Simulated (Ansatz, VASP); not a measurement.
As3P: VASP beside Ansatz

```
As P
1.0
     3.96409    2.28867    1.71128
    -3.96409    2.28867    1.71128
     0.00000   -4.57734    1.71128
As P
3 1
Direct
  0.70207 0.76801 0.19699
  0.19699 0.70207 0.76801
  0.76801 0.19699 0.70207
  0.09856 0.09856 0.09856
```

Alike in both runs: functional PBE; k mesh 9 × 9 × 9; occupations gaussian, width 0.02 eV; no spin polarisation.

Ansatz relaxed the structure, and its values are those at the end. VASP's run is a single point on that final structure, the one shown.

|  | VASP | Ansatz |
| --- | --- | --- |
| version | VASP 6.6.1 | Ansatz 0.2.0 |
| potentials or method | VASP PAW PBE potentials, release 64 (As, P), cutoff 520 eV | scalar-relativistic, plane waves, PAW |
| valence electrons in the cell | 20 | 50 |

VASP gave:

* gap on the k mesh at the Fermi level (eV): 1.00
* least direct gap on the mesh (eV): 1.42
* pressure (GPa): 0.1
* rms of the force components (eV/Å): 0.020

Problem. Estimate Ansatz's values.

Solution. gap on the k mesh at the Fermi level (eV): 1.01; least direct gap on the mesh (eV): 1.43; pressure (GPa): 0.0; rms of the force components (eV/Å): 0.002.

VASP's potentials hold 20 valence electrons a cell and Ansatz's 50, so a difference there can come from the potentials and not from the codes.
